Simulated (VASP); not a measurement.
Wanted: the native input for a VASP 6.6.1 run.

```
Task                   : single point
Functional             : PBEsol
Potentials or basis    : VASP PAW PBE potentials, release 64 (Al, Ni)
Cutoff                 : 520 eV
k mesh                 : 3 × 3 × 3
Occupations            : gaussian, width 0.1 eV
Spin                   : collinear spin, ferromagnetic start
Starting moments       : [0.0, 1.5] μB
Dipole correction      : no
Further INCAR settings : ALGO = Normal; EDIFF = 1e-06; NBANDS = 18
```

The structure of AlNi lies in POSCAR:

```
AlNi
1.0
    2.8810000000      0.0000000000      0.0000000000
    0.0000000000      2.8810000000      0.0000000000
    0.0000000000      0.0000000000      2.8810000000
Al Ni
1 1
Direct
    0.0000000000      0.0000000000      0.0000000000
    0.5000000000      0.5000000000      0.5000000000
```

These files were run (other wordings do the same):

INCAR

```
  ALGO = Normal
  EDIFF = 1E-6
  ENCUT = 520
  GGA = PS
  ISIF = 2
  ISMEAR = 0
  ISPIN = 2
  LASPH = T
  LCHARG = F
  LMAXMIX = 4
  LORBIT = 11
  LREAL = F
  LWAVE = F
  MAGMOM = 0 1.5
  NBANDS = 18
  NELM = 150
  PREC = Accurate
  SIGMA = 0.1
```

KPOINTS

```
k-points
0
Gamma
  3 3 3
```

Potentials or basis: VASP PAW PBE potentials, release 64 (Al, Ni).

Launch:

```sh
$ cat potpaw_PBE.64/Al/POTCAR potpaw_PBE.64/Ni/POTCAR > POTCAR
$ mpirun -np 1 vasp_std > vasp.out
```

It gave:

The pressure is -2.4 GPa and the net moment is 0.34 μB per cell. The site moments are Al +0.03; Ni +0.24 μB and the valence electrons inside the program's atomic spheres are Al 0.81; Ni 9.46.

Caveat: the k points lie up to 0.73 Å⁻¹ apart; the PAW data sets were made with another functional, which shifts forces and pressure a little.

It took 5.3 s on 1 thread of Intel(R) Xeon(R) Platinum 8559C (Emerald Rapids) (shared host), peak memory 0.14 GiB.
